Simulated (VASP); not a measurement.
Crystal: SnSe2.

```
Sn Se
1.0
     3.73320    0.00000    0.00000
    -1.86660    3.23305    0.00000
     0.00000    0.00000    6.01074
Sn Se
1 2
Direct
  0.00000 0.00000 0.00000
  0.33333 0.66667 0.26170
  0.66667 0.33333 0.73830
```

```yaml
Program: VASP 6.6.1
Task: relaxation of the atoms
Functional: PBE
Potentials_or_basis: VASP PAW PBE potentials, release 64 (Sn_d, Se)
Cutoff: 520 eV
k_mesh: 13 × 13 × 7
Occupations: fermi-dirac, width 0.02 eV
Spin: no spin polarisation
```

At the start: pressure 7.9 GPa; volume 24.18 Å³/atom.

Question: How do energy, volume and symmetry change on relaxing?

Answer: Over 3 steps the energy falls by 9.3 meV/atom at a fixed cell; space group P-3m1 (No. 164, to 0.1 Å) before and after.

Step by step:
| step | energy change (eV) | largest force (eV/Å) | pressure (GPa) |
| --- | --- | --- | --- |
| 1 | 0.0000 | 0.5609 | 7.86 |
| 2 | -0.0220 | 0.2545 | 6.74 |
| 3 | -0.0279 | 0.0041 | 5.81 |

Final structure:
```cif
data_structure
_symmetry_space_group_name_H-M 'P 1'
_symmetry_Int_Tables_number 1
_cell_length_a 3.7332
_cell_length_b 3.7332
_cell_length_c 6.0107
_cell_angle_alpha 90.000
_cell_angle_beta 90.000
_cell_angle_gamma 120.000
_cell_volume 72.55
loop_
_atom_site_label
_atom_site_type_symbol
_atom_site_fract_x
_atom_site_fract_y
_atom_site_fract_z
_atom_site_occupancy
Sn1 Sn 0.00000 0.00000 0.00000 1
Se1 Se 0.33333 0.66667 0.27020 1
Se2 Se 0.66667 0.33333 0.72980 1
```
